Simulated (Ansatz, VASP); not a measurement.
# SnO: VASP beside Ansatz

The input INCAR:

```
PREC = Accurate ; ENCUT = 600
EDIFF = 1E-7 ; ISMEAR = -1
SIGMA = 0.15 ; LREAL = False
LASPH = True ; NELM = 120
ALGO = Normal ; ISIF = 3
LWAVE = False ; LCHARG = False
GGA = PS ; IBRION = 2
NSW = 80 ; EDIFFG = -0.001
GGA_COMPAT = False ; NELMIN = 4
```

Contents of KPOINTS:

```
regular mesh
0
Gamma
  12 12 10
```

The input POSCAR:

```
SnO
1.0
    3.8052424998      0.0000000000      0.0000000000
    0.0000000000      3.8052424998      0.0000000000
    0.0000000000      0.0000000000      4.7521499374
Sn O
2 2
Direct
    0.5000000000      0.0000000000      0.2424576097
    0.0000000000      0.5000000000      0.7575423903
    0.0000000000      0.0000000000      0.0000000000
    0.5000000000      0.5000000000      0.0000000000
```

Input for Ansatz:

```yaml
crystal:
  lattice:
    - [3.8052424998, 0.0, 0.0]
    - [0.0, 3.8052424998, 0.0]
    - [0.0, 0.0, 4.7521499374]
  atoms:
    - { symbol: Sn, position: [0.5, 0.0, 0.2424576097] }
    - { symbol: Sn, position: [0.0, 0.5, 0.7575423903] }
    - { symbol: O, position: [0.0, 0.0, 0.0] }
    - { symbol: O, position: [0.5, 0.5, 0.0] }
basis:
  ecutwfc: 420
kpoints:
  mp_grid: { grid: [12, 12, 10] }
hamiltonian:
  xc: pbesol
scf:
  occupations: { method: fermi_dirac, width: 0.15 }
output:
  forces: true
  stress: true
  eigenvalues: true
relax:
  adjacent_minimum: "off"
  f_tol: 0.001
  max_steps: 60
  cell: { stress_tol: 0.01 }
```

Alike in both runs: task relaxation of cell and atoms; functional PBEsol; k mesh 12 × 12 × 10; occupations fermi-dirac, width 0.15 eV; no spin polarisation.

|  | VASP | Ansatz |
| --- | --- | --- |
| version | VASP 6.6.1 | Ansatz 0.2.0 |
| potentials or method | VASP PAW PBE potentials, release 64 (Sn_d, O), cutoff 600 eV | scalar-relativistic, plane waves, PAW |
| valence electrons in the cell | 40 | 40 |

|  | VASP | Ansatz | Ansatz less VASP |
| --- | --- | --- | --- |
| gap on the k mesh at the Fermi level, each at its own relaxed structure (eV) | none | none | - |
| relaxed volume (Å³/atom) | 17.03 | 17.10 | +0.070 |
| relaxed length of the cell vector where the two differ most in proportion (Å) | 4.716 | 4.735 | +0.0194 |

VASP's potentials were made for PBE, not for PBEsol. A gap of «none» marks a metal or a gap that the smearing closes.
